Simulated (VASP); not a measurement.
# La (Im-3m) in VASP: a series of runs

The runs below take La through single point, relaxation of cell and atoms, with PBE.

Everything below comes from runs of VASP 6.6.1. Logs are shortened: lines on timing, memory, paths and dates and some standing lists are left out, and cuts for length are marked.

## Step 1: The cell of the first run

The structure is cubic, space group Im-3m (No. 229). The conventional cell has a = 3.324 Å, b = 3.324 Å, c = 3.324 Å, α = 90.00°, β = 90.00°, γ = 90.00°. La (site symmetry m-3m) has 14 La at 2.88 to 3.32 Å within 3.8 Å.

This isn't the form of La at room conditions, which is double hcp.

## Step 2: Single point, PBE

File INCAR:

```
PREC = Accurate
ENCUT = 520
EDIFF = 1E-6
ISMEAR = -1
SIGMA = 0.05
LREAL = False
LASPH = True
NELM = 60
ALGO = Normal
ISIF = 2
LWAVE = False
LCHARG = True
GGA = PE
LELF = True
LVHAR = True
NBANDS = 12
```

File KPOINTS:

```
Automatic mesh
0
Gamma
  16 16 16
```

File POSCAR:

```
La
1.0
   -1.6618573342      1.6618573342      1.6618573342
    1.6618573342     -1.6618573342      1.6618573342
    1.6618573342      1.6618573342     -1.6618573342
La
1
Direct
    0.0000000000      0.0000000000      0.0000000000
```

Potentials or basis: VASP PAW PBE potentials, release 64 (La).

The run is started by

```sh
$ cat potpaw_PBE.64/La/POTCAR > POTCAR
$ mpirun -np 1 vasp_std > vasp.out
```

OUTCAR:

```text
PREC = Accurate
   ENCUT = 520
   EDIFF = 1E-6
   ISMEAR = -1
   LREAL = False
   LASPH = True
   NELM = 60
   ISIF = 2
   GGA = PE

 ion  position               nearest neighbor table
   1  0.000  0.000  0.000-

  LATTYP: Found a body centered cubic cell.
 ALAT       =     3.3237146684

  Lattice vectors:

 A1 = (  -1.6618573342,   1.6618573342,   1.6618573342)
 A2 = (   1.6618573342,  -1.6618573342,   1.6618573342)
 A3 = (   1.6618573342,   1.6618573342,  -1.6618573342)

Analysis of symmetry for initial positions (statically):
=====================================================================
 Subroutine PRICEL returns:
 Original cell was already a primitive cell.

 Routine SETGRP: Setting up the symmetry group for a
 body centered cubic supercell.

 Subroutine GETGRP returns: Found 48 space group operations
 (whereof 48 operations were pure point group operations)
 out of a pool of 48 trial point group operations.

The static configuration has the point symmetry O_h .

Analysis of symmetry for dynamics (positions and initial velocities):
=====================================================================
 Subroutine PRICEL returns:
 Original cell was already a primitive cell.

 Routine SETGRP: Setting up the symmetry group for a
 body centered cubic supercell.

 Subroutine GETGRP returns: Found 48 space group operations
 (whereof 48 operations were pure point group operations)
 out of a pool of 48 trial point group operations.

The dynamic configuration has the point symmetry O_h .

 Subroutine INISYM returns: Found 48 space group operations
 (whereof 48 operations are pure point group operations),
 and found     1 'primitive' translations

----------------------------------------------------------------------------------------

                                     Primitive cell

  volume of cell :      18.3587

  direct lattice vectors                    reciprocal lattice vectors
    -1.661857334  1.661857334  1.661857334     0.000000000  0.300868185  0.300868185
     1.661857334 -1.661857334  1.661857334     0.300868185  0.000000000  0.300868185
     1.661857334  1.661857334 -1.661857334     0.300868185  0.300868185  0.000000000

  length of vectors
     2.878421338  2.878421338  2.878421338     0.425491868  0.425491868  0.425491868

  position of ions in fractional coordinates (direct lattice)
     0.000000000  0.000000000  0.000000000
[... 81 lines left out ...]
   NFREE  =      0    steps in history (QN), initial steepest desc. (CG)
   ISIF   =      2    stress and relaxation
   ISYM   =      2    0-nonsym 1-usesym 2-fastsym
   POTIM  = 0.5000    time-step for ionic-motion
   TEBEG  =    0.0;   TEEND  =   0.0 temperature during run
   PSTRESS=    0.0 pullay stress
   NELECT =      11.0000    total number of electrons
   NUPDOWN=      -1.0000    fix difference up-down
   EMIN   =  10.00;   EMAX   =-10.00  energy-range for DOS
   EFERMI =   0.00;   METHOD = LEGACY
   ISMEAR =    -1;   SIGMA  =   0.05  broadening in eV -4-tet -1-fermi 0-gaus
   EFERMI_NEDOS =   21; number of points for ismear=-14 and -15
   IALGO  =     38    algorithm
   IMIX   =      4    mixing-type and parameters
     AMIX     =   0.40;   BMIX     =  1.00
     AMIX_MAG =   1.60;   BMIX_MAG =  1.00
  volume/ion in A,a.u.               =      18.36       123.89
  Fermi-wavevector in a.u.,A,eV,Ry     =   1.380147  2.608100 25.916453  1.904806
  Thomas-Fermi vector in A             =   2.505051
   LORBIT       =      0    0 simple, 1 ext, 2 COOP (PROOUT), +10 PAW based schemes
   GGA     = PE    functional components
   LHFCALC =     F    Hartree Fock is set to
   AEXX    =    0.0000 exact exchange contribution
   IVDW    =     0    specifies the selected vdW correction
   LEPSILON=     F    determine dielectric tensor
   LRPA    =     F    only Hartree local field effects (RPA)
 non-spin polarized calculation
  energy-cutoff  :      520.00
  volume of cell :       18.36
 maximum number of plane-waves:       531
 NGX is ok and might be reduce to    24
   NGX = 11   NGY = 11   NGZ = 11

 number of electron      11.0000000 magnetization

 Free energy of the ion-electron system (eV)
  ---------------------------------------------------
  ext. energy  EPLUGINS =         0.00000000
  ---------------------------------------------------
  free energy    TOTEN  =        -2.74131270 eV

  energy without entropy =       -2.73009771  energy(sigma->0) =       -2.73570520

 E-fermi :  16.9045     XC(G=0): -12.8390

 val. band max:       16.8985090701   @ k =   0.1250   0.0625   0.0000
 cond. band min:      16.9189579933   @ k =   0.3750   0.1250   0.1250
 fundamental gap:      0.0204489232
 Fermi energy:        16.9044589149

 k-point     1 :       0.0000    0.0000    0.0000
  band No.  band energies     occupation
      1     -16.8341      2.00000
      2       4.4420      2.00000
      3       4.4420      2.00000
      4       4.4420      2.00000
      5      17.4639      0.00003
      6      18.6248      0.00000
      7      18.6248      0.00000
      8      18.6248      0.00000
      9      19.1449      0.00000
     10      19.1449      0.00000
     11      19.1449      0.00000
     12      21.5841      0.00000
[... 331 lines left out ...]
 k-point    24 :       0.2500    0.1875    0.0000
  band No.  band energies     occupation
      1     -14.9821      2.00000
      2      -1.4594      2.00000
      3       1.4277      2.00000
      4       3.5030      2.00000
      5      15.6258      2.00000
      6      16.9240      0.80671
      7      19.0191      0.00000
      8      19.6582      0.00000
      9      20.0538      0.00000
     10      20.7946      0.00000
     11      21.2672      0.00000
     12      21.6758      0.00000

 [... further k-points ...]

------------------------ aborting loop because EDIFF is reached ----------------------------------------

  FORCE on cell =-STRESS in cart. coord.  units (eV):
  Direction    XX          YY          ZZ          XY          YZ          ZX
  --------------------------------------------------------------------------------------
  -------------------------------------------------------------------------------------
  Total        7.4437703      7.4437703      7.4437703      0.0000000      0.0000000      0.0000000
  in kB      649.6244206    649.6244206    649.6244206      0.0000000      0.0000000      0.0000000
  external PRESSURE =     649.6244206 kB  Pullay stress =       0.0000000 kB

 VOLUME and BASIS-vectors are now :
 -----------------------------------------------------------------------------
  energy-cutoff  :      520.00
  volume of cell :       18.36
      direct lattice vectors                 reciprocal lattice vectors
    -1.661857334  1.661857334  1.661857334     0.000000000  0.300868185  0.300868185
     1.661857334 -1.661857334  1.661857334     0.300868185  0.000000000  0.300868185
     1.661857334  1.661857334 -1.661857334     0.300868185  0.300868185  0.000000000

 POSITION                                       TOTAL-FORCE (eV/Angst)
 -----------------------------------------------------------------------------------
      0.00000      0.00000      0.00000         0.000000      0.000000      0.000000
 -----------------------------------------------------------------------------------
    total drift:                                0.000000      0.000000      0.000000

  FREE ENERGIE OF THE ION-ELECTRON SYSTEM (eV)
  ---------------------------------------------------
  free  energy   TOTEN  =        -2.7413126973 eV

  energy  without entropy=       -2.7300977051  energy(sigma->0) =       -2.73570520
```

stdout:

```text
POSCAR found type information on POSCAR La
 POSCAR found :  1 types and       1 ions
 scaLAPACK will be used
 LDA part: xc-table for (Slater+PW92), standard interpolation
 POSCAR, INCAR and KPOINTS ok, starting setup
 FFT: planning ... GRIDC
 FFT: planning ... GRID_SOFT
 FFT: planning ... GRID
 WAVECAR not read
 entering main loop
```

Wall time 13 s (1 thread of Intel Xeon 6975P-C (Granite Rapids), shared host); peak memory 0.18 GiB.

What came out:

| Property | Result |
| --- | --- |
| Free energy | -2.7413 eV |
| Pressure | 65.0 GPa |
| Band gap on the k mesh | zero (an odd number of electrons rules out a gap without spin polarisation) |

Caveat: the cell stands under pressure; spin-orbit coupling is left out, which moves the levels of the heavy elements.

## Step 3: Single point, PBE

File INCAR:

```
ALGO = Normal ; EDIFF = 1E-6
ENCUT = 520 ; GGA = PE
ISIF = 2 ; ISMEAR = -1
LASPH = True ; LCHARG = False
LREAL = False ; LWAVE = False
NBANDS = 12 ; NELM = 80
PREC = Accurate ; SIGMA = 0.05
```

File KPOINTS:

```
k-points
0
Gamma
  16 16 16
```

File POSCAR:

```
La
1.0
   -1.6616810722      1.6616810722      1.6616810722
    1.6616810722     -1.6616810722      1.6616810722
    1.6616810722      1.6616810722     -1.6616810722
La
1
Direct
    0.0000000000      0.0000000000      0.0000000000
```

Potentials or basis: VASP PAW PBE potentials, release 64 (La).

The run is started by

```sh
$ cat potpaw_PBE.64/La/POTCAR > POTCAR
$ mpirun -np 1 vasp_std > vasp.out
```

Run time: 13 s. Hardware: 1 thread of Intel Xeon 6975P-C (Granite Rapids), shared host; peak memory 0.18 GiB.

It converged, with:

| Property | Result |
| --- | --- |
| Free energy | -2.7389 eV |
| Pressure | 65.1 GPa |
| Band gap on the k mesh | zero (an odd number of electrons rules out a gap without spin polarisation) |

Levels at points of the mesh, in eV from the Fermi level:
| k point | band 2 | band 3 | band 4 | band 5 | band 6 | band 7 | band 8 | band 9 | band 10 | band 11 |
| --- | --- | --- | --- | --- | --- | --- | --- | --- | --- | --- |
| (0.00, 0.00, 0.00) | -12.46 | -12.46 | -12.46 | 0.56 | 1.72 | 1.72 | 1.72 | 2.24 | 2.24 | 2.24 |
| (0.50, 0.00, 0.00) | -19.89 | -14.82 | -12.85 | -2.86 | -1.41 | 2.07 | 2.75 | 3.55 | 4.20 | 4.51 |
| (0.50, 0.50, 0.50) | -17.38 | -17.38 | -17.38 | -4.99 | -4.99 | 2.54 | 3.67 | 3.67 | 3.67 | 4.89 |

Caveat: the cell stands under pressure; spin-orbit coupling is left out, which moves the levels of the heavy elements.

## Step 4: Relaxation of cell and atoms, PBE, target pressure 65 GPa, at which the enthalpy is minimised

File INCAR:

```
SYSTEM = La
  ALGO = Normal
  EDIFF = 1E-6
  EDIFFG = -0.005
  ENCUT = 600
  GGA = PE
  IBRION = 2
  ISIF = 3
  ISMEAR = -1
  LASPH = .TRUE.
  LCHARG = .FALSE.
  LREAL = .FALSE.
  LWAVE = .FALSE.
  NELM = 80
  NSW = 60
  PREC = Accurate
  PSTRESS = 650.0
  SIGMA = 0.05
```

File KPOINTS:

```
k-points
0
G
  16 16 16
  0 0 0
```

File POSCAR:

```
La
1.0
   -1.6618573342      1.6618573342      1.6618573342
    1.6618573342     -1.6618573342      1.6618573342
    1.6618573342      1.6618573342     -1.6618573342
La
1
Direct
    0.0000000000      0.0000000000      0.0000000000
```

Potentials or basis: VASP PAW PBE potentials, release 64 (La).

The run is started by

```sh
$ cat potpaw_PBE.64/La/POTCAR > POTCAR
$ mpirun -np 1 vasp_std > vasp.out
```

OUTCAR:

```text
SYSTEM = La
   EDIFF = 1E-6
   EDIFFG = -0.005
   ENCUT = 600
   GGA = PE
   IBRION = 2
   ISIF = 3
   ISMEAR = -1
   LASPH = .TRUE.
   LREAL = .FALSE.
   NELM = 80
   NSW = 60
   PREC = Accurate
   PSTRESS = 650.0

 ion  position               nearest neighbor table
   1  0.000  0.000  0.000-

  LATTYP: Found a body centered cubic cell.
 ALAT       =     3.3237146684

  Lattice vectors:

 A1 = (  -1.6618573342,   1.6618573342,   1.6618573342)
 A2 = (   1.6618573342,  -1.6618573342,   1.6618573342)
 A3 = (   1.6618573342,   1.6618573342,  -1.6618573342)

Analysis of symmetry for initial positions (statically):
=====================================================================
 Subroutine PRICEL returns:
 Original cell was already a primitive cell.

 Routine SETGRP: Setting up the symmetry group for a
 body centered cubic supercell.

 Subroutine GETGRP returns: Found 48 space group operations
 (whereof 48 operations were pure point group operations)
 out of a pool of 48 trial point group operations.

The static configuration has the point symmetry O_h .

Analysis of symmetry for dynamics (positions and initial velocities):
=====================================================================
 Subroutine PRICEL returns:
 Original cell was already a primitive cell.

 Routine SETGRP: Setting up the symmetry group for a
 body centered cubic supercell.

 Subroutine GETGRP returns: Found 48 space group operations
 (whereof 48 operations were pure point group operations)
 out of a pool of 48 trial point group operations.

The dynamic configuration has the point symmetry O_h .

 Subroutine INISYM returns: Found 48 space group operations
 (whereof 48 operations are pure point group operations),
 and found     1 'primitive' translations

[... 115 lines left out ...]
  Thomas-Fermi vector in A             =   2.505051
   LORBIT       =      0    0 simple, 1 ext, 2 COOP (PROOUT), +10 PAW based schemes
   GGA     = PE    functional components
   LHFCALC =     F    Hartree Fock is set to
   AEXX    =    0.0000 exact exchange contribution
   IVDW    =     0    specifies the selected vdW correction
   LEPSILON=     F    determine dielectric tensor
   LRPA    =     F    only Hartree local field effects (RPA)
 conjugate gradient relaxation of ions
 non-spin polarized calculation
  energy-cutoff  :      600.00
  volume of cell :       18.36
 maximum number of plane-waves:       630
   NGX = 11   NGY = 11   NGZ = 11

 number of electron      11.0000000 magnetization

 Free energy of the ion-electron system (eV)
  ---------------------------------------------------
  ext. energy  EPLUGINS =         0.00000000
  ---------------------------------------------------
  free energy    TOTEN  =        -2.74213587 eV

  energy without entropy =       -2.73091691  energy(sigma->0) =       -2.73652639

 E-fermi :  16.9041     XC(G=0): -12.8392

 val. band max:       16.8978633472   @ k =   0.1250   0.0625   0.0000
 cond. band min:      16.9184424874   @ k =   0.3750   0.1250   0.1250
 fundamental gap:      0.0205791402
 Fermi energy:        16.9040984692

 k-point     1 :       0.0000    0.0000    0.0000
  band No.  band energies     occupation
      1     -16.8344      2.00000
      2       4.4423      2.00000
      3       4.4423      2.00000
      4       4.4423      2.00000
      5      17.4612      0.00003
      6      18.6241      0.00000
      7      18.6241      0.00000
      8      18.6241      0.00000
      9      19.1448      0.00000
[... 265 lines left out ...]
 k-point    24 :       0.2500    0.1875    0.0000
  band No.  band energies     occupation
      1     -14.9825      2.00000
      2      -1.4593      2.00000
      3       1.4280      2.00000
      4       3.5033      2.00000
      5      15.6253      2.00000
      6      16.9238      0.80569
      7      19.0184      0.00000
      8      19.6574      0.00000
      9      20.0530      0.00000

 [... further k-points ...]

------------------------ aborting loop because EDIFF is reached ----------------------------------------

  FORCE on cell =-STRESS in cart. coord.  units (eV):
  Direction    XX          YY          ZZ          XY          YZ          ZX
  --------------------------------------------------------------------------------------
  -------------------------------------------------------------------------------------
  Total        7.4458204      7.4458204      7.4458204     -0.0000000      0.0000000      0.0000000
  in kB      649.8033282    649.8033282    649.8033282     -0.0000000      0.0000000      0.0000000
  external PRESSURE =      -0.1966718 kB  Pullay stress =     650.0000000 kB

 VOLUME and BASIS-vectors are now :
 -----------------------------------------------------------------------------
  energy-cutoff  :      600.00
  volume of cell :       18.36
      direct lattice vectors                 reciprocal lattice vectors
    -1.661857334  1.661857334  1.661857334     0.000000000  0.300868185  0.300868185
     1.661857334 -1.661857334  1.661857334     0.300868185  0.000000000  0.300868185
     1.661857334  1.661857334 -1.661857334     0.300868185  0.300868185  0.000000000

 POSITION                                       TOTAL-FORCE (eV/Angst)
 -----------------------------------------------------------------------------------
      0.00000      0.00000      0.00000         0.000000     -0.000000      0.000000
 -----------------------------------------------------------------------------------
    total drift:                                0.000000     -0.000000     -0.000000

  FREE ENERGIE OF THE ION-ELECTRON SYSTEM (eV)
  ---------------------------------------------------
  free  energy   TOTEN  =        -2.7421358701 eV

  energy  without entropy=       -2.7309169134  energy(sigma->0) =       -2.73652639

  enthalpy is  TOTEN    =         4.7059380769 eV   P V=        7.4480739471

 reached required accuracy - stopping structural energy minimisation
```

OSZICAR:

```text
N       E                     dE             d eps       ncg     rms          rms(c)
DAV:   1     0.860272963748E+02    0.86027E+02   -0.43719E+03  2610   0.205E+03
DAV:   2     0.316280159850E+01   -0.82864E+02   -0.80795E+02  3533   0.229E+02
DAV:   3    -0.269504170943E+01   -0.58578E+01   -0.52526E+01  3881   0.923E+01
DAV:   4    -0.297668854420E+01   -0.28165E+00   -0.27512E+00  4314   0.178E+01
DAV:   5    -0.299325380314E+01   -0.16565E-01   -0.16544E-01  4403   0.395E+00    0.847E+00
DAV:   6    -0.281826781544E+01    0.17499E+00   -0.99945E-02  4295   0.446E+00    0.473E+00
DAV:   7    -0.274179460460E+01    0.76473E-01   -0.10488E-01  3807   0.411E+00    0.520E-01
DAV:   8    -0.274188341397E+01   -0.88809E-04   -0.83047E-03  4020   0.146E+00    0.101E-01
DAV:   9    -0.274212532452E+01   -0.24191E-03   -0.45896E-04  4864   0.285E-01    0.449E-02
DAV:  10    -0.274213515025E+01   -0.98257E-05   -0.26245E-05  4513   0.850E-02    0.638E-03
DAV:  11    -0.274213587015E+01   -0.71990E-06   -0.86800E-07  2417   0.129E-02
   1 F= 0.47059381E+01 E0= 0.47115476E+01  d E =0.470594E+01
```

It took 10 s on 1 thread of Intel Xeon 6975P-C (Granite Rapids), shared host; peak memory 0.18 GiB.

Results:

| Item | Value |
| --- | --- |
| Free energy | -2.7421 eV |
| Pressure after relaxing | 65.0 GPa |
| Band gap on the k mesh | zero (an odd number of electrons rules out a gap without spin polarisation) |

Final structure:
```xyz
1
Lattice="-1.6619 1.6619 1.6619 1.6619 -1.6619 1.6619 1.6619 1.6619 -1.6619" Properties=species:S:1:pos:R:3 pbc="T T T"
La    0.0000    0.0000    0.0000
```

Caveat: the cell is relaxed towards a set pressure, so the run minimises the enthalpy, not the energy; spin-orbit coupling is left out, which moves the levels of the heavy elements.

The gap in the log of VASP goes by the Fermi energy; the results here count the filled bands.